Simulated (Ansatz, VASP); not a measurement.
# Fe: VASP beside Ansatz

INCAR

```
PREC = Accurate
ENCUT = 520
EDIFF = 1E-8
ISMEAR = -1
SIGMA = 0.08
LREAL = False
LASPH = True
NELM = 120
ALGO = Normal
ISIF = 2
LWAVE = False
LCHARG = False
GGA = PE
LEFG = True
NBANDS = 15
GGA_COMPAT = False
```

KPOINTS

```
regular mesh
0
Gamma
  17 17 10
```

POSCAR

```
Fe
1.0
    2.4341575853      0.0000000000      0.0000000000
   -1.2170787927      2.1080423057      0.0000000000
    0.0000000000      0.0000000000      3.7266764359
Fe
2
Direct
    0.3333333333      0.6666666667      0.2500000000
    0.6666666667      0.3333333333      0.7500000000
```

Input for Ansatz:

```yaml
crystal:
  lattice:
    - [2.4341575853, 0.0, 0.0]
    - [-1.2170787927, 2.1080423057, 0.0]
    - [0.0, 0.0, 3.7266764359]
  atoms:
    - { symbol: Fe, position: [0.3333333333, 0.6666666667, 0.25] }
    - { symbol: Fe, position: [0.6666666667, 0.3333333333, 0.75] }
kpoints:
  mp_grid: { grid: [17, 17, 10] }
scf:
  occupations: { method: fermi_dirac, width: 0.08 }
hamiltonian:
  xc: pbe
  pseudopotentials: { kind: all_electron, datasets: crystal }
output:
  forces: true
  stress: true
  eigenvalues: true
  efg: { contact_densities: true }
```

Change from the starting cell: zz strain of -3 %, crystal datasets.

Alike in both runs: task electric field gradients; functional PBE; k mesh 17 × 17 × 10; occupations fermi-dirac, width 0.08 eV; no spin polarisation.

|  | VASP | Ansatz |
| --- | --- | --- |
| version | VASP 6.6.1 | Ansatz 0.2.0 |
| potentials or method | VASP PAW PBE potentials, release 64 (Fe), cutoff 520 eV | all-electron PAW with datasets made for the crystal, scalar-relativistic |

|  | VASP | Ansatz | Ansatz less VASP |
| --- | --- | --- | --- |
| pressure (GPa) | 21.7 | 22.5 | +0.82 |
| traceless stress, the component that is largest in VASP (GPa) | 11.69 | 12.15 | +0.457 |
| size of Vzz on the site where it differs most (V/Å²) | 15.6 | 8.6 | -7.01 |

Ansatz ran all-electron here, and VASP with PAW potentials. Ansatz's warnings: printed levels off.
